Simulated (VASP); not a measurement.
Write the native input for VASP 6.6.1 that does the following.

| Property | Result |
| --- | --- |
| Task | single point |
| Functional | PBE |
| Potentials or basis | VASP PAW PBE potentials, release 64 (Ca_sv, O) |
| Cutoff | 520 eV |
| k mesh | 8 × 8 × 8 |
| Occupations | gaussian, width 0.05 eV |
| Spin | no spin polarisation |
| Dipole correction | no |
| Further INCAR settings | ALGO = Normal; EDIFF = 1e-07; NBANDS = 15 |

The structure of CaO lies in POSCAR:

```
CaO
1.0
    0.0030612500      2.4490000000      2.4490000000
    2.4490000000      0.0030612500      2.4490000000
    2.4520612500      2.4520612500      0.0000000000
Ca O
1 1
Direct
    0.0000000000      0.0000000000      0.0000000000
    0.5000000000      0.5000000000      0.5000000000
```

This cell differs from its parent crystal: strain +0.0025 x Voigt [0, 0, 0, 0, 0, 1].

These files were run (other wordings do the same):

INCAR

```
SYSTEM = CaO
ALGO     = Normal         ! electronic algorithm
EDIFF    = 1E-7           ! SCF threshold, eV
ENCUT    = 520            ! plane-wave cutoff, eV
GGA      = PE             ! functional
ISIF     = 2              ! what is computed and relaxed
ISMEAR   = 0              ! smearing method
LASPH    = .TRUE.         ! aspherical terms in the spheres
LCHARG   = .FALSE.        ! write CHGCAR
LREAL    = .FALSE.        ! projectors in reciprocal space
LWAVE    = .FALSE.        ! write WAVECAR
NBANDS   = 15             ! bands
NELM     = 80             ! most SCF steps
PREC     = Accurate       ! precision mode
SIGMA    = 0.05           ! smearing width, eV
```

KPOINTS

```
k-points
0
G
  8 8 8
  0 0 0
```

Potentials or basis: VASP PAW PBE potentials, release 64 (Ca_sv, O).

Run with:

```bash
$ cat potpaw_PBE.64/Ca_sv/POTCAR potpaw_PBE.64/O/POTCAR > POTCAR
$ mpirun -np 1 vasp_std > vasp.out
```

It gave:

The pressure is -3.5 GPa. The band gap on the k mesh is 3.64 eV, indirect (least direct gap 4.02 eV).

Caveat: the cell differs from its parent crystal (strain +0.0025 x Voigt [0, 0, 0, 0, 0, 1]).

Run time: 38 s on 1 thread of Intel(R) Xeon(R) Platinum 8488C (Sapphire Rapids), on a shared host, peak memory 0.18 GiB.
